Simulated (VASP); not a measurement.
Runs of VASP 6.6.1 on KCl. The structure is that of space group F-43m (No. 216), or close to it. The cells are those of the table. 

```tsv
cell	gap on the mesh (eV)	pressure (GPa)
a = 4.876 Å, angles 60.0°, 2 atoms	4.88	(a)
a = 5.120 Å, angles 60.0°, 2 atoms	(c)	(b)
a = 4.789 Å, angles 60.0°, 2 atoms	4.98	2.0
a = 5.041 Å, angles 60.0°, 2 atoms	4.68	-0.3
```

Alike in all rows: task single point; level PBE; potentials or basis VASP PAW PBE potentials, release 64 (K_sv, Cl); no spin polarisation; k mesh 4 × 4 × 4; cutoff (eV) 500; smearing gaussian 0.01 eV.

Problem. Estimate the missing entries.

Solution. (a) 1.0; (b) -0.7; (c) 4.58.

A k mesh can miss the band edges.
